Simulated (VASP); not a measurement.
# CO4 in VASP: notebook, part 2 of 2

VASP 6.6.1. Earlier steps stand in the parts before.

## (3) Single point, PBE+D3(BJ), collinear spin

The input, INCAR:

```
PREC     = Accurate       # precision mode
ENCUT    = 520            # plane-wave cutoff, eV
EDIFF    = 1E-7           # SCF threshold, eV
ISMEAR   = -1             # smearing method
SIGMA    = 0.02           # smearing width, eV
LREAL    = Auto         
LASPH    = T              # aspherical terms in the spheres
NELM     = 150            # most SCF steps
ALGO     = Normal         # electronic algorithm
ISIF     = 2              # what is computed and relaxed
LWAVE    = F              # write WAVECAR
LCHARG   = F              # write CHGCAR
ISPIN    = 2              # spin polarisation
MAGMOM   = 1 1 1 1 1 1 0 0 0 0 0 0 0 0 0 # initial moments
LORBIT   = 11             # projections on sites
GGA      = PE             # functional
IVDW     = 12             # dispersion correction
NBANDS   = 59             # bands
```

The input, KPOINTS:

```
Automatic mesh
0
Gamma
  1 1 1
```

The input, POSCAR:

```
CO4
1.0
    7.1977620000      0.0000000000      0.0000000000
    0.0000000000      7.1977620000      0.0000000000
    0.0000000000      0.0000000000      7.1977620000
O C
12 3
Direct
    0.4120447439      0.4489728891      0.4004855954
    0.3696426750      0.5970466931      0.3322004812
   -0.1195927290      0.6578155821      0.5536582065
   -0.2483549748      0.7489967020      0.4869430248
    0.6937156299      0.1373204616      0.3504978353
    0.6752793438      0.2267788238      0.2070504693
    0.8308138002      0.0844290211      0.8517369705
    0.5929065173      0.2732377092      0.7342976886
    0.4101552677      0.7115684014      0.8692146253
    0.1610222733      0.5052125925      0.9193968903
    0.1877250179      0.0273974049      0.4855537041
    0.2694309703      0.1129378826      0.7898427317
    0.7068724973      0.1697749939      0.7878837894
    0.2876727516      0.6136907555      0.8966953895
    0.2330863399      0.0764404269      0.6352113337
```

Potentials or basis: VASP PAW PBE potentials, release 64 (O, C).

Run with:

```bash
cat potpaw_PBE.64/O/POTCAR potpaw_PBE.64/C/POTCAR > POTCAR
mpirun -np 1 vasp_gam > vasp.out
```

OUTCAR:

```text
PREC = Accurate
   ENCUT = 520
   EDIFF = 1E-7
   ISMEAR = -1
   LREAL = Auto
   LASPH = T
   NELM = 150
   ISIF = 2
   ISPIN = 2
   LORBIT = 11
   GGA = PE
   IVDW = 12
 IVDW          = 12

 ion  position               nearest neighbor table
   1  0.412  0.449  0.400-   2 1.21
   2  0.370  0.597  0.332-   1 1.21
   3  0.880  0.658  0.554-   4 1.23
   4  0.752  0.749  0.487-   3 1.23
   5  0.694  0.137  0.350-   6 1.22
   6  0.675  0.227  0.207-   5 1.22
   7  0.831  0.084  0.852-  13 1.18
   8  0.593  0.273  0.734-  13 1.17
   9  0.410  0.712  0.869-  14 1.15
  10  0.161  0.505  0.919-  14 1.21
  11  0.188  0.027  0.486-  15 1.18
  12  0.269  0.113  0.790-  15 1.17
  13  0.707  0.170  0.788-   8 1.17   7 1.18
  14  0.288  0.614  0.897-   9 1.15  10 1.21
  15  0.233  0.076  0.635-  12 1.17  11 1.18

  LATTYP: Found a simple cubic cell.
 ALAT       =     7.1977620000

  Lattice vectors:

 A1 = (   7.1977620000,   0.0000000000,   0.0000000000)
 A2 = (   0.0000000000,   7.1977620000,   0.0000000000)
 A3 = (   0.0000000000,   0.0000000000,   7.1977620000)

Analysis of symmetry for initial positions (statically):
=====================================================================
 Subroutine PRICEL returns:
 Original cell was already a primitive cell.

 Routine SETGRP: Setting up the symmetry group for a
 simple cubic supercell.

 Subroutine GETGRP returns: Found  1 space group operations
 (whereof  1 operations were pure point group operations)
 out of a pool of 48 trial point group operations.

[... 312 lines left out ...]
  Direction    XX          YY          ZZ          XY          YZ          ZX
  --------------------------------------------------------------------------------------
  -------------------------------------------------------------------------------------
  Total       0.80590     1.52005     0.53103    -0.58466    -1.22421     0.09399
  in kB       3.46260     6.53093     2.28159    -2.51200    -5.25987     0.40384
  external pressure =        4.09 kB  Pullay stress =        0.00 kB

 VOLUME and BASIS-vectors are now :
 -----------------------------------------------------------------------------
  energy-cutoff  :      520.00
  volume of cell :      372.90
      direct lattice vectors                 reciprocal lattice vectors
     7.197762000  0.000000000  0.000000000     0.138932074  0.000000000  0.000000000
     0.000000000  7.197762000  0.000000000     0.000000000  0.138932074  0.000000000
     0.000000000  0.000000000  7.197762000     0.000000000  0.000000000  0.138932074

 POSITION                                       TOTAL-FORCE (eV/Angst)
 -----------------------------------------------------------------------------------
      2.96580      3.23160      2.88260         0.281882     -1.283165      0.698724
      2.66060      4.29740      2.39110        -0.421220      1.378527     -0.662011
      6.33696      4.73480      3.98510        -0.005754     -0.001367     -0.000120
      5.41016      5.39110      3.50490         0.038954     -0.039500      0.036691
      4.99320      0.98840      2.52280         0.091612     -0.308521      0.454160
      4.86050      1.63230      1.49030        -0.021086      0.280680     -0.523350
      5.98000      0.60770      6.13060        -0.177932     -0.526005     -0.291652
      4.26760      1.96670      5.28530        -0.185275     -0.051073     -0.347622
      2.95220      5.12170      6.25640         2.338622      2.000755     -0.436972
      1.15900      3.63640      6.61760         2.013286      1.953635     -0.256205
      1.35120      0.19720      3.49490         0.231164      0.301202     -0.054595
      1.93930      0.81290      5.68510        -0.001740      0.176571      0.044083
      5.08790      1.22200      5.67100         0.734883      0.692438      0.590747
      2.07060      4.41720      6.45420        -4.358830     -3.950053      0.665228
      1.67770      0.55020      4.57210        -0.558566     -0.624123      0.082894
 -----------------------------------------------------------------------------------
    total drift:                                0.001896      0.005496      0.006684

  FREE ENERGIE OF THE ION-ELECTRON SYSTEM (eV)
  ---------------------------------------------------
  free  energy   TOTEN  =       -98.9094174868 eV

  energy  without entropy=      -98.9094174868  energy(sigma->0) =      -98.90941749

 total charge

# of ion       s       p       d       tot
------------------------------------------
    1        1.613   3.308   0.000   4.920
    2        1.612   3.307   0.000   4.919
    3        1.611   3.276   0.000   4.887
    4        1.611   3.277   0.000   4.888
    5        1.611   3.291   0.000   4.903
    6        1.611   3.291   0.000   4.902
    7        1.604   3.531   0.000   5.136
    8        1.606   3.542   0.000   5.147
    9        1.609   3.577   0.000   5.186
   10        1.600   3.484   0.000   5.083
   11        1.603   3.530   0.000   5.133
   12        1.607   3.536   0.000   5.143
   13        0.933   1.805   0.000   2.738
   14        0.932   1.800   0.000   2.731
   15        0.932   1.802   0.000   2.734
--------------------------------------------------
tot         22.095  46.356   0.000  68.451

 magnetization (x)

# of ion       s       p       d       tot
------------------------------------------
    1        0.010   0.798   0.000   0.808
    2        0.010   0.796   0.000   0.806
    3        0.010   0.801   0.000   0.811
    4        0.010   0.799   0.000   0.809
    5        0.011   0.796   0.000   0.806
    6        0.010   0.800   0.000   0.811
    7        0.000   0.004   0.000   0.004
    8        0.000   0.003   0.000   0.003
    9        0.000   0.001   0.000   0.001
   10        0.000   0.001   0.000   0.001
   11        0.000   0.002   0.000   0.002
   12        0.000   0.000   0.000   0.000
   13       -0.000  -0.001   0.000  -0.001
   14       -0.000  -0.000   0.000  -0.000
   15        0.000   0.000   0.000   0.000
--------------------------------------------------
tot          0.063   4.799   0.000   4.862
```

stdout:

```text
POSCAR found type information on POSCAR O C
 POSCAR found :  2 types and      15 ions
 scaLAPACK will be used
 LDA part: xc-table for (Slater+PW92), standard interpolation
 POSCAR, INCAR and KPOINTS ok, starting setup
 FFT: planning ... GRIDC
 FFT: planning ... GRID_SOFT
 FFT: planning ... GRID
 WAVECAR not read
 entering main loop
```

Wall time 80 s (1 thread of Intel Xeon Platinum 8375C at 2.90GHz (Ice Lake), shared host); peak memory 0.46 GiB.

What came out:

* Free energy: -98.9094 eV
* Pressure: 0.4 GPa
* Largest force: 5.920 eV/Å
* Band gap on the k mesh: 1.99 eV
* Net moment: 6.00 μB per cell
* Site moments: O +0.81, +0.00; C -0.00, +0.00 μB
* Valence electrons inside the program's atomic spheres: O 4.92, 4.89, 4.90, 5.14, 5.15, 5.19, 5.08, 5.13; C 2.74, 2.73
* Dispersion energy per atom: -0.035 eV

Forces in eV/Å, atoms in the order of the input:
```
O    0.282 -1.283  0.699
O   -0.421  1.379 -0.662
O   -0.006 -0.001  0.000
O    0.039 -0.040  0.037
O    0.092 -0.309  0.454
O   -0.021  0.281 -0.523
O   -0.178 -0.526 -0.292
O   -0.185 -0.051 -0.348
O    2.339  2.001 -0.437
O    2.013  1.954 -0.256
O    0.231  0.301 -0.055
O   -0.002  0.177  0.044
C    0.735  0.692  0.591
C   -4.359 -3.950  0.665
C   -0.559 -0.624  0.083
```

Stress tensor (GPa, compression positive):
```
 0.35 -0.25  0.04
-0.25  0.65 -0.53
 0.04 -0.53  0.23
```

Levels at points of the mesh, in eV from the valence-band top:
Spin up:
```csv
k point,band 41,band 42,band 43,band 44,band 45,band 46,band 47,band 48,band 49,band 50
"(0.00, 0.00, 0.00)",-0.22,-0.21,-0.17,-0.10,0.00,4.90,5.90,6.14,6.26,6.27
```
Spin down:
```csv
k point,band 37,band 38,band 39,band 40,band 41,band 42
"(0.00, 0.00, 0.00)",-2.07,-1.99,-1.83,1.99,2.06,2.08
```

Caveat: the k points lie up to 0.87 Å⁻¹ apart; the standard files for N, O and F lose accuracy on very short bonds.
